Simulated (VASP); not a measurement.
Set up this calculation in VASP 6.6.1, as the native input.

| Item | Value |
| --- | --- |
| Task | single point |
| Functional | PBE |
| Potentials or basis | VASP PAW PBE potentials, release 64 (In_d, Ag, Te) |
| Cutoff | 500 eV |
| k mesh | 4 × 4 × 4 |
| Occupations | fermi-dirac, width 0.02 eV |
| Spin | no spin polarisation |
| Dipole correction | no |
| Further INCAR settings | ALGO = Normal; EDIFF = 1e-06; NBANDS = 46 |

The structure of InAgTe2 lies in POSCAR:

```
InAgTe2
1.0
   -3.2517194252      3.2517194252      6.4335079686
    3.2517194252     -3.2517194252      6.4335079686
    3.2517194252      3.2517194252     -6.4335079686
In Ag Te
2 2 4
Direct
    0.5000000000      0.5000000000      0.0000000000
    0.2500000000      0.7500000000      0.5000000000
    0.0000000000      0.0000000000      0.0000000000
    0.7500000000      0.2500000000      0.5000000000
    0.3750000000      0.3694875870      0.4944875870
    0.6305124130      0.1250000000      1.0055124130
    0.8750000000      0.8805124130      0.5055124130
    0.1194875870      0.6250000000     -0.0055124130
```

One way to write it, as run:

INCAR

```
PREC = Accurate
ENCUT = 500
EDIFF = 1E-6
ISMEAR = -1
SIGMA = 0.02
LREAL = False
LASPH = True
NELM = 120
ALGO = Normal
ISIF = 2
LWAVE = False
LCHARG = False
GGA = PE
NBANDS = 46
GGA_COMPAT = False
```

KPOINTS

```
regular mesh
0
Gamma
  4 4 4
```

Potentials or basis: VASP PAW PBE potentials, release 64 (In_d, Ag, Te).

Launch:

```console
$ cat potpaw_PBE.64/In_d/POTCAR potpaw_PBE.64/Ag/POTCAR potpaw_PBE.64/Te/POTCAR > POTCAR
$ mpirun -np 1 vasp_std > vasp.out
```

It gave:

```yaml
Pressure: 1.2 GPa
Largest_force: 0.044 eV/Å
Band_gap_on_the_k_mesh: 0.13 eV
```

Caveat: spin-orbit coupling is left out, which moves the levels of the heavy elements.

Run time: 3.1 min on 1 thread of Intel(R) Xeon(R) Platinum 8488C (Sapphire Rapids), with other jobs on the host, peak memory 0.53 GiB.
